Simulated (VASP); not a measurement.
# F (C2/c) in VASP: a series of runs

The runs below take F through single point, with LDA.

Program: VASP 6.6.1. These are calculated values, not measurements. Logs are shortened: lines on timing, memory, paths and dates and some standing lists are left out, and cuts for length are marked.

**1. The cell of the first run**

It takes space group C2/c (No. 15, monoclinic). Conventional cell: a = 4.973 Å, b = 3.090 Å, c = 6.198 Å, α = 90.00°, β = 90.84°, γ = 90.00°. Within 1.9 Å of F (site symmetry 1) lie 1 F at 1.42 Å.

**2. Single point, LDA (volume scaled by 1.04)**

INCAR

```
ALGO = Normal
EDIFF = 1E-6
ENCUT = 520
ISIF = 2
ISMEAR = -1
LASPH = True
LCHARG = True
LELF = True
LREAL = False
LVHAR = True
LWAVE = False
NBANDS = 22
NELM = 60
PREC = Accurate
SIGMA = 0.05
```

KPOINTS

```
k-points
0
Gamma
  11 11 5
```

POSCAR

```
F
1.0
    2.4735804038     -1.5450340788      0.2540077505
    2.4735804038      1.5450340788      0.2540077505
   -0.7231400370      0.0000000000      6.1553845809
F
4
Direct
    0.8967117595      0.6044793703      0.1022110163
    0.3955206297      0.1032882405      0.3977889837
    0.1032882405      0.3955206297      0.8977889837
    0.6044793703      0.8967117595      0.6022110163
```

Potentials or basis: VASP PAW LDA potentials, release 64 (F).

Launch:

```console
> cat potpaw_LDA.64/F/POTCAR > POTCAR
> mpirun -np 1 vasp_std > vasp.out
```

OUTCAR:

```text
EDIFF = 1E-6
   ENCUT = 520
   ISIF = 2
   ISMEAR = -1
   LASPH = True
   LREAL = False
   NELM = 60
   PREC = Accurate

 ion  position               nearest neighbor table
   1  0.897  0.604  0.102-   3 1.42
   2  0.396  0.103  0.398-   4 1.42
   3  0.103  0.396  0.898-   1 1.42
   4  0.604  0.897  0.602-   2 1.42

  LATTYP: Found a base centered monoclinic cell.
 ALAT       =     4.9731760280
 B/A-ratio  =     0.6213470306
 C/A-ratio  =     1.2462290795
 COS(beta)  =    -0.0146147026

  Lattice vectors:

 A1 = (   2.4735804038,  -1.5450340788,   0.2540077505)
 A2 = (   2.4735804038,   1.5450340788,   0.2540077505)
 A3 = (  -0.7231400370,   0.0000000000,   6.1553845809)

Analysis of symmetry for initial positions (statically):
=====================================================================
 Subroutine PRICEL returns:
 Original cell was already a primitive cell.

 Routine SETGRP: Setting up the symmetry group for a
 base centered monoclinic supercell.

 Subroutine GETGRP returns: Found  4 space group operations
 (whereof  2 operations were pure point group operations)
 out of a pool of  4 trial point group operations.

The static configuration has the point symmetry S_2 .
 The point group associated with its full space group is C_2h.

Analysis of symmetry for dynamics (positions and initial velocities):
=====================================================================
 Subroutine PRICEL returns:
 Original cell was already a primitive cell.

 Routine SETGRP: Setting up the symmetry group for a
 base centered monoclinic supercell.

 Subroutine GETGRP returns: Found  4 space group operations
 (whereof  2 operations were pure point group operations)
 out of a pool of  4 trial point group operations.

The dynamic configuration has the point symmetry S_2 .
 The point group associated with its full space group is C_2h.

 Subroutine INISYM returns: Found  4 space group operations
 (whereof  2 operations are pure point group operations),
 and found     1 'primitive' translations

----------------------------------------------------------------------------------------

                                     Primitive cell

  volume of cell :      47.6165

  direct lattice vectors                    reciprocal lattice vectors
     2.473580404 -1.545034079  0.254007751     0.199726657 -0.323617457  0.023464065
     2.473580404  1.545034079  0.254007751     0.199726657  0.323617457  0.023464065
    -0.723140037  0.000000000  6.155384581    -0.016483818  0.000000000  0.160522853

  length of vectors
     2.927498976  2.927498976  6.197716584     0.381011232  0.381011232  0.161366981

  position of ions in fractional coordinates (direct lattice)
     0.896711760  0.604479370  0.102211016
     0.395520630  0.103288240  0.397788984
     0.103288240  0.395520630  0.897788984
     0.604479370  0.896711760  0.602211016

  ion indices of the primitive-cell ions
   primitive index   ion index
                 1           1
                 2           2
                 3           3
                 4           4

----------------------------------------------------------------------------------------

 KPOINTS: k-points

Automatic generation of k-mesh.
 Grid dimensions read from file:
 generate k-points for:   11   11    5

 Generating k-lattice:

  Cartesian coordinates                     Fractional coordinates (reciprocal lattice)
     0.018156969 -0.029419769  0.002133097     0.090909091  0.000000000 -0.000000000
     0.018156969  0.029419769  0.002133097     0.000000000  0.090909091 -0.000000000
    -0.003296764  0.000000000  0.032104571    -0.000000000 -0.000000000  0.200000000

  Length of vectors
     0.034637385  0.034637385  0.032273396

  Shift w.r.t. Gamma in fractional coordinates (k-lattice)
     0.000000000  0.000000000  0.000000000

 Subroutine IBZKPT returns following result:
 ===========================================

 Found    168 irreducible k-points:

 Following reciprocal coordinates:
            Coordinates               Weight
  0.000000  0.000000  0.000000      1.000000
  0.090909 -0.000000  0.000000      4.000000
  0.181818  0.000000 -0.000000      4.000000
  0.272727 -0.000000 -0.000000      4.000000
  0.363636  0.000000  0.000000      4.000000
  0.454545  0.000000  0.000000      4.000000
[... 16 lines left out ...]
 -0.272727  0.181818  0.000000      4.000000
 -0.181818  0.181818  0.000000      2.000000
 [... further k-points ...]
   k-points           NKPTS =    168   k-points in BZ     NKDIM =    168   number of bands    NBANDS=     22
   number of dos      NEDOS =    301   number of ions     NIONS =      4
   total plane-waves  NPLWV =  27648
   dimension x,y,z NGX =    24 NGY =   24 NGZ =   48
   dimension x,y,z NGXF=    48 NGYF=   48 NGZF=   96
   ions per type =               4
   NGX,Y,Z   is equivalent  to a cutoff of  13.63, 13.63, 12.88 a.u.
   NGXF,Y,Z  is equivalent  to a cutoff of  27.26, 27.26, 25.75 a.u.
 SYSTEM =  unknown system
   PREC   = accura    normal or accurate (medium, high low for compatibility)
   ISTART =      0    job   : 0-new  1-cont  2-samecut
   ICHARG =      2    charge: 1-file 2-atom 10-const
   ISPIN  =      1    spin polarized calculation?
   LNONCOLLINEAR =      F non collinear calculations
   LSORBIT =      F    spin-orbit coupling
   LASPH  =      T    aspherical Exc in radial PAW
   ENCUT  =  520.0 eV  38.22 Ry    6.18 a.u.   5.44  5.44 11.52*2*pi/ulx,y,z
   NELM   =     60;   NELMIN=  2; NELMDL= -5     # of ELM steps
   EDIFF  = 0.1E-05   stopping-criterion for ELM
   LREAL  =      F    real-space projection
   EDIFFG = 0.1E-04   stopping-criterion for IOM
   NSW    =      0    number of steps for IOM
   IBRION =     -1    ionic relax: 0-MD 1-quasi-New 2-CG
   NFREE  =      0    steps in history (QN), initial steepest desc. (CG)
   ISIF   =      2    stress and relaxation
   ISYM   =      2    0-nonsym 1-usesym 2-fastsym
   POTIM  = 0.5000    time-step for ionic-motion
   TEBEG  =    0.0;   TEEND  =   0.0 temperature during run
   PSTRESS=    0.0 pullay stress
   NELECT =      28.0000    total number of electrons
   NUPDOWN=      -1.0000    fix difference up-down
   EMIN   =  10.00;   EMAX   =-10.00  energy-range for DOS
   EFERMI =   0.00;   METHOD = LEGACY
   ISMEAR =    -1;   SIGMA  =   0.05  broadening in eV -4-tet -1-fermi 0-gaus
   EFERMI_NEDOS =   21; number of points for ismear=-14 and -15
   IALGO  =     38    algorithm
   IMIX   =      4    mixing-type and parameters
     AMIX     =   0.40;   BMIX     =  1.00
     AMIX_MAG =   1.60;   BMIX_MAG =  1.00
  volume/ion in A,a.u.               =      11.90        80.33
  Fermi-wavevector in a.u.,A,eV,Ry     =   1.371540  2.591835 25.594213  1.881122
  Thomas-Fermi vector in A             =   2.497228
   LORBIT       =      0    0 simple, 1 ext, 2 COOP (PROOUT), +10 PAW based schemes
   GGA     = CA    functional components
   LHFCALC =     F    Hartree Fock is set to
   AEXX    =    0.0000 exact exchange contribution
   IVDW    =     0    specifies the selected vdW correction
   LEPSILON=     F    determine dielectric tensor
   LRPA    =     F    only Hartree local field effects (RPA)
 non-spin polarized calculation
  energy-cutoff  :      520.00
  volume of cell :       47.62
 maximum number of plane-waves:      1300
 NGX is ok and might be reduce to    24
   NGX = 11   NGY = 11   NGZ = 23

 number of electron      28.0000012 magnetization

 Free energy of the ion-electron system (eV)
  ---------------------------------------------------
  ext. energy  EPLUGINS =         0.00000000
  ---------------------------------------------------
  free energy    TOTEN  =        -8.71135405 eV

  energy without entropy =       -8.71135405  energy(sigma->0) =       -8.71135405

 E-fermi :  -2.8140     XC(G=0):  -9.8510

 val. band max:       -3.8889644283   @ k =   0.0000   0.0000   0.0000
 cond. band min:      -1.5268074178   @ k =   0.0000   0.0000   0.0000
 fundamental gap:      2.3621570105
 Fermi energy:        -2.8140192126

 k-point     1 :       0.0000    0.0000    0.0000
  band No.  band energies     occupation
      1     -28.8747      2.00000
      2     -28.5226      2.00000
      3     -22.7076      2.00000
      4     -21.7744      2.00000
      5     -11.1224      2.00000
      6      -9.6362      2.00000
[... 14 lines left out ...]
     21      18.8564      0.00000
     22      19.1836      0.00000

 k-point     2 :       0.0909   -0.0000    0.0000
  band No.  band energies     occupation
      1     -28.8493      2.00000
      2     -28.5100      2.00000
      3     -22.6846      2.00000
      4     -21.7905      2.00000
      5     -11.1100      2.00000
      6      -9.6722      2.00000
[... 14 lines left out ...]
     21      17.7505      0.00000
     22      18.9123      0.00000

 k-point     3 :       0.1818    0.0000   -0.0000
  band No.  band energies     occupation
      1     -28.7785      2.00000
      2     -28.4786      2.00000
      3     -22.6198      2.00000
      4     -21.8383      2.00000
      5     -11.0724      2.00000
      6      -9.7821      2.00000
[... 14 lines left out ...]
     21      16.2290      0.00000
     22      17.8763      0.00000

 k-point     4 :       0.2727   -0.0000   -0.0000
  band No.  band energies     occupation
      1     -28.6786      2.00000
      2     -28.4423      2.00000
      3     -22.5216      2.00000
      4     -21.9164      2.00000
      5     -11.0046      2.00000
      6      -9.9684      2.00000
[... 14 lines left out ...]
     21      16.0718      0.00000
     22      16.3123      0.00000

 k-point     5 :       0.3636    0.0000    0.0000
  band No.  band energies     occupation
      1     -28.5726      2.00000
      2     -28.4209      2.00000
      3     -22.4016      2.00000
      4     -22.0200      2.00000
      5     -10.8933      2.00000
      6     -10.2180      2.00000
[... 417 lines left out ...]
 k-point    22 :      -0.3636    0.1818   -0.0000
  band No.  band energies     occupation
      1     -28.4448      2.00000
      2     -28.4348      2.00000
      3     -22.2069      2.00000
      4     -22.1831      2.00000
      5     -10.5979      2.00000
      6     -10.5669      2.00000
[... 14 lines left out ...]
     21      13.9371      0.00000
     22      14.3356      0.00000

 k-point    23 :      -0.2727    0.1818    0.0000
  band No.  band energies     occupation
      1     -28.5180      2.00000
      2     -28.4307      2.00000
      3     -22.3234      2.00000
      4     -22.1045      2.00000
      5     -10.8082      2.00000
      6     -10.3607      2.00000
[... 14 lines left out ...]
     21      14.9673      0.00000
     22      15.1856      0.00000

 k-point    24 :      -0.1818    0.1818    0.0000
  band No.  band energies     occupation
      1     -28.6172      2.00000
      2     -28.4412      2.00000
      3     -22.4507      2.00000
      4     -22.0055      2.00000
      5     -10.9526      2.00000
      6     -10.1403      2.00000
[... 14 lines left out ...]
     21      16.0838      0.00000
     22      16.1541      0.00000

 [... further k-points ...]
[... 5 lines left out ...]
  --------------------------------------------------------------------------------------
  -------------------------------------------------------------------------------------
  Total       -0.3365066     -0.5304489     -0.7758078      0.0000000      0.0000000      0.0587826
  in kB      -11.3226207    -17.8483019    -26.1040260      0.0000000      0.0000000      1.9778917
  external PRESSURE =     -18.4249828 kB  Pullay stress =       0.0000000 kB

 VOLUME and BASIS-vectors are now :
 -----------------------------------------------------------------------------
  energy-cutoff  :      520.00
  volume of cell :       47.62
      direct lattice vectors                 reciprocal lattice vectors
     2.473580404 -1.545034079  0.254007751     0.199726657 -0.323617457  0.023464065
     2.473580404  1.545034079  0.254007751     0.199726657  0.323617457  0.023464065
    -0.723140037  0.000000000  6.155384581    -0.016483818  0.000000000  0.160522853

 POSITION                                       TOTAL-FORCE (eV/Angst)
 -----------------------------------------------------------------------------------
      3.63940     -0.45151      1.01046         0.005688     -0.050850     -0.054620
      0.94619     -0.45151      2.57525        -0.005688     -0.050850      0.054620
      0.58462      0.45151      5.65294        -0.005688      0.050850      0.054620
      3.27783      0.45151      4.08815         0.005688      0.050850     -0.054620
 -----------------------------------------------------------------------------------
    total drift:                               -0.000000     -0.000000     -0.000000

  FREE ENERGIE OF THE ION-ELECTRON SYSTEM (eV)
  ---------------------------------------------------
  free  energy   TOTEN  =        -8.7113540540 eV

  energy  without entropy=       -8.7113540539  energy(sigma->0) =       -8.71135405
```

Wall time 64 s (1 thread of AMD EPYC 9R45 (Zen 5), shared host); peak memory 0.2 GiB.

What came out:

* Free energy: -8.7114 eV
* Pressure: -1.8 GPa
* Largest force: 0.075 eV/Å
* Band gap on the k mesh: 2.36 eV, direct

Forces in eV/Å, atoms in the order of the input:
```
F    0.006 -0.051 -0.055
F   -0.006 -0.051  0.055
F   -0.006  0.051  0.055
F    0.006  0.051 -0.055
```

 A k mesh can miss the band edges.

(Part 1 of 2 ends here.)
